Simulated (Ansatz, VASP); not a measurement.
## Ga3Sb2As in VASP and in Ansatz

INCAR

```
SYSTEM = Ga3Sb2As
ALGO = Normal ; EDIFF = 1E-7
EDIFFG = -0.001 ; ENCUT = 500
GGA = PE ; GGA_COMPAT = .False.
IBRION = 2 ; ISIF = 3
ISMEAR = -1 ; LASPH = .True.
LCHARG = .False. ; LREAL = .False.
LWAVE = .False. ; NELM = 120
NELMIN = 4 ; NSW = 80
PREC = Accurate ; SIGMA = 0.15
```

File KPOINTS:

```
k-points
0
Gamma
  12 12 4
  0 0 0
```

The input POSCAR:

```
Ga3Sb2As
1.0
    4.2905747075      0.0000000289      0.0000000000
   -2.1452873787      3.7157466791      0.0000000000
    0.0000000000      0.0000000000     10.5020546000
Ga Sb As
3 2 1
Direct
    0.0000000000      0.0000000000      0.9876830000
    0.6666666667      0.3333333333      0.3326720000
    0.3333333333      0.6666666667      0.6789970000
    0.6666666667      0.3333333333      0.0776450000
    0.3333333333      0.6666666667      0.4223990000
    0.0000000000      0.0000000000      0.7506030000
```

Input for Ansatz:

```yaml
crystal:
  lattice:
    - [4.2905747075, 2.89e-08, 0.0]
    - [-2.1452873787, 3.7157466791, 0.0]
    - [0.0, 0.0, 10.5020546]
  atoms:
    - { symbol: Ga, position: [0.0, 0.0, 0.987683] }
    - { symbol: Ga, position: [0.6666666667, 0.3333333333, 0.332672] }
    - { symbol: Ga, position: [0.3333333333, 0.6666666667, 0.678997] }
    - { symbol: Sb, position: [0.6666666667, 0.3333333333, 0.077645] }
    - { symbol: Sb, position: [0.3333333333, 0.6666666667, 0.422399] }
    - { symbol: As, position: [0.0, 0.0, 0.750603] }
basis:
  ecutwfc: 420
kpoints:
  mp_grid: { grid: [12, 12, 4] }
hamiltonian:
  xc: pbe
scf:
  occupations: { method: fermi_dirac, width: 0.15 }
output:
  forces: true
  stress: true
  eigenvalues: true
relax:
  adjacent_minimum: "off"
  f_tol: 0.001
  max_steps: 60
  cell: { stress_tol: 0.01 }
```

Alike in both runs: task relaxation of cell and atoms; functional PBE; k mesh 12 × 12 × 4; occupations fermi-dirac, width 0.15 eV; no spin polarisation.

|  | VASP | Ansatz |
| --- | --- | --- |
| version | VASP 6.6.1 | Ansatz 0.2.0 |
| potentials or method | VASP PAW PBE potentials, release 64 (Ga_d, Sb, As), cutoff 500 eV | scalar-relativistic, plane waves, PAW |
| valence electrons in the cell | 54 | 84 |

|  | VASP | Ansatz | Ansatz less VASP |
| --- | --- | --- | --- |
| gap on the k mesh at the Fermi level, each at its own relaxed structure (eV) | none | none | - |
| relaxed volume (Å³/atom) | 27.98 | 27.93 | -0.051 |
| relaxed cell length with the largest relative difference (Å) | 4.295 | 4.292 | -0.0026 |

A gap of «none» marks a metal or a gap that the smearing closes. VASP's potentials hold 54 valence electrons a cell and Ansatz's 84, so a difference there can come from the potentials and not from the codes.

Spin-orbit coupling is off throughout.
